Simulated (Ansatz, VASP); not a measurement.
**Two plane-wave programs on Zn2P**

```
CELL_PARAMETERS angstrom
-1.76947 1.76947 3.81304
1.76947 -1.76947 3.81304
1.76947 1.76947 -3.81304
ATOMIC_POSITIONS crystal
Zn 0.66242 0.66242 0.00000
Zn 0.33758 0.33758 0.00000
P 0.00000 0.00000 0.00000
```

Alike in both runs: functional PBE; k mesh 18 × 18 × 18; occupations gaussian, width 0.1 eV; no spin polarisation.

Ansatz relaxed the structure, and its values are those at the end. VASP's run is a single point on that final structure, the one shown.

|  | VASP | Ansatz |
| --- | --- | --- |
| version | VASP 6.6.1 | Ansatz 0.2.0 |
| potentials or method | VASP PAW PBE potentials, release 64 (Zn, P), cutoff 520 eV | scalar-relativistic, plane waves, PAW |
| valence electrons in the cell | 29 | 29 |

```csv
,VASP,Ansatz,Ansatz less VASP
gap on the k mesh at the Fermi level (eV),none,none,-
pressure (GPa),0.2,0.0,-0.20
rms of the force components (eV/Å),0.008,0.004,-0.0035
```

A gap of «none» marks a metal or a gap that the smearing closes.
